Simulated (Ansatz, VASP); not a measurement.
## BN in VASP and in Ansatz

Contents of INCAR:

```
PREC     = Accurate       # precision mode
ENCUT    = 520            # plane-wave cutoff, eV
EDIFF    = 1E-6           # SCF threshold, eV
ISMEAR   = 0              # smearing method
SIGMA    = 0.05           # smearing width, eV
LREAL    = F              # projectors in reciprocal space
LASPH    = T              # aspherical terms in the spheres
NELM     = 80             # most SCF steps
ALGO     = Normal         # electronic algorithm
ISIF     = 2              # what is computed and relaxed
LWAVE    = F              # write WAVECAR
LCHARG   = F              # write CHGCAR
GGA      = PE             # functional
NBANDS   = 16             # bands
```

Contents of KPOINTS:

```
Automatic mesh
0
Gamma
  12 12 6
```

The input POSCAR:

```
BN
1.0
    2.5539396017      0.0000000000      0.0000000000
   -1.2769698009      2.2117765748      0.0000000000
    0.0000000000      0.0000000000      4.2268550000
B N
2 2
Direct
    0.6666666667      0.3333333333      0.9997240000
    0.3333333333      0.6666666667      0.4997240000
    0.7103386106      0.3653034152      0.6489342518
    0.3333333333      0.6666666667      0.1252760000
```

Input for Ansatz:

```yaml
crystal:
  lattice:
    - [2.5539396017, 0.0, 0.0]
    - [-1.2769698009, 2.2117765748, 0.0]
    - [0.0, 0.0, 4.226855]
  atoms:
    - { symbol: B, position: [0.6666666667, 0.3333333333, 0.999724] }
    - { symbol: B, position: [0.3333333333, 0.6666666667, 0.499724] }
    - { symbol: "N", position: [0.7103386106, 0.3653034152, 0.6489342518] }
    - { symbol: "N", position: [0.3333333333, 0.6666666667, 0.125276] }
basis:
  ecutwfc: 420
kpoints:
  mp_grid: { grid: [12, 12, 6] }
hamiltonian:
  xc: pbe
scf:
  occupations: { method: gaussian, width: 0.05 }
output:
  forces: true
  stress: true
  eigenvalues: true
```

Alike in both runs: task single point; functional PBE; k mesh 12 × 12 × 6; occupations gaussian, width 0.05 eV; no spin polarisation.

|  | VASP | Ansatz |
| --- | --- | --- |
| version | VASP 6.6.1 | Ansatz 0.2.0 |
| potentials or method | VASP PAW PBE potentials, release 64 (B, N), cutoff 520 eV | scalar-relativistic, plane waves, PAW |
| valence electrons in the cell | 16 | 16 |

```tsv
	VASP	Ansatz	Ansatz less VASP
gap on the k mesh at the Fermi level (eV)	4.05	4.06	+0.016
least direct gap on the mesh (eV)	7.49	7.50	+0.007
pressure (GPa)	2.9	2.7	-0.23
traceless stress, the component that is largest in VASP (GPa)	-1.66	-1.55	+0.112
rms of the force components (eV/Å)	1.511	1.506	-0.0059
```

Atom by atom the forces differ by 0.007 eV/Å (rms over components).
